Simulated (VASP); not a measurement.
Write the native input for VASP 6.6.1 that does the following.

```
Task                   : single point
Functional             : r2SCAN
Potentials or basis    : VASP PAW PBE potentials, release 64 (Be)
Cutoff                 : 520 eV
k mesh                 : 18 × 18 × 18
Occupations            : fermi-dirac, width 0.1 eV
Spin                   : no spin polarisation
Dipole correction      : no
Further INCAR settings : ALGO = Normal; EDIFF = 1e-06; NBANDS = 9
```

Crystal: Be.

```
Be
1.0
     0.00000    2.46599    2.46599
     2.46599    0.00000    2.46599
     2.46599    2.46599    0.00000
Be
2
Direct
  0.12500 0.12500 0.12500
  0.87500 0.87500 0.87500
```

These files were run (other wordings do the same):

POSCAR

```
Be
1.0
    0.0000000000      2.4659906896      2.4659906896
    2.4659906896      0.0000000000      2.4659906896
    2.4659906896      2.4659906896      0.0000000000
Be
2
Direct
    0.1250000000      0.1250000000      0.1250000000
    0.8750000000      0.8750000000      0.8750000000
```

INCAR.step1

```
PREC = Accurate ; ENCUT = 520
ISMEAR = -1 ; SIGMA = 0.1
LREAL = F ; LASPH = T
NELM = 80 ; NBANDS = 9
GGA = PE ; ALGO = Normal
EDIFF = 1E-4 ; LWAVE = T
LCHARG = F
```

INCAR.step2

```
PREC = Accurate ; ENCUT = 520
EDIFF = 1E-6 ; ISMEAR = -1
SIGMA = 0.1 ; LREAL = F
LASPH = T ; NELM = 80
ALGO = Normal ; ISIF = 2
LWAVE = F ; LCHARG = T
METAGGA = R2SCAN ; LMIXTAU = T
LELF = T ; LVHAR = T
NBANDS = 9 ; ISTART = 1
```

KPOINTS

```
Automatic mesh
0
Gamma
  18 18 18
```

Potentials or basis: VASP PAW PBE potentials, release 64 (Be).

The run is started by

```sh
$ cat potpaw_PBE.64/Be/POTCAR > POTCAR
$ cp INCAR.step1 INCAR
$ mpirun -np 1 vasp_std > vasp.out
$ cp INCAR.step2 INCAR
$ mpirun -np 1 vasp_std > vasp.out
```

Results of the run:

```json
{
 "Pressure": "0.0 GPa",
 "Band gap on the k mesh": "zero (band 2 reaches 6.89 eV, above the bottom of band 3 at 0.24 eV)"
}
```

Caveat: the PAW data sets were made with another functional, which shifts forces and pressure a little.

Run time: 2.4 min on 1 thread of Intel(R) Xeon(R) 6975P-C (Granite Rapids), with other jobs on the host, peak memory 0.18 GiB.
